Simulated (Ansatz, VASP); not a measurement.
**BeCd2S3 in VASP and in Ansatz**

```
CELL_PARAMETERS angstrom
-1.93344 -5.88218 2.83579
-1.93353 5.88224 2.83578
-3.86929 0.00004 -5.67312
ATOMIC_POSITIONS crystal
Be 0.49466 0.49465 0.50470
Be 0.99465 0.99466 0.00470
Cd 0.83715 0.15610 0.50361
Cd 0.33715 0.65611 0.00361
Cd 0.15613 0.83717 0.50364
Cd 0.65613 0.33717 0.00363
S 0.84371 0.84371 0.65570
S 0.34371 0.34372 0.15570
S 0.53991 0.24346 0.60869
S 0.03990 0.74348 0.10869
S 0.24346 0.53988 0.60867
S 0.74345 0.03989 0.10867
```

Change from the starting cell: cell x2, atoms moved at random (sigma 0.15 Å) and cell strained at random (1.5 %), then relaxed without symmetry.

Alike in both runs: functional PBE; k mesh 4 × 4 × 2; occupations gaussian, width 0.1 eV; no spin polarisation.

Ansatz relaxed the structure, and its values are those at the end. VASP's run is a single point on that final structure, the one shown.

```csv
,VASP,Ansatz
version,VASP 6.6.1,Ansatz 0.2.0
potentials or method,"VASP PAW PBE potentials, release 64 (Be, Cd, S), cutoff 520 eV","scalar-relativistic, plane waves, PAW"
valence electrons in the cell,88,120
```

```tsv
	VASP	Ansatz	Ansatz less VASP
gap on the k mesh at the Fermi level (eV)	1.68	1.67	-0.010
least direct gap on the mesh (eV)	1.68	1.67	-0.010
pressure (GPa)	0.3	0.0	-0.26
rms of the force components (eV/Å)	0.014	0.002	-0.0124
```

The functional is the same, so the differences come from potentials, cutoffs and numerics. VASP's potentials hold 88 valence electrons a cell and Ansatz's 120, so a difference there can come from the potentials and not from the codes.

The k mesh is coarse, so the values compare programs but aren't converged.
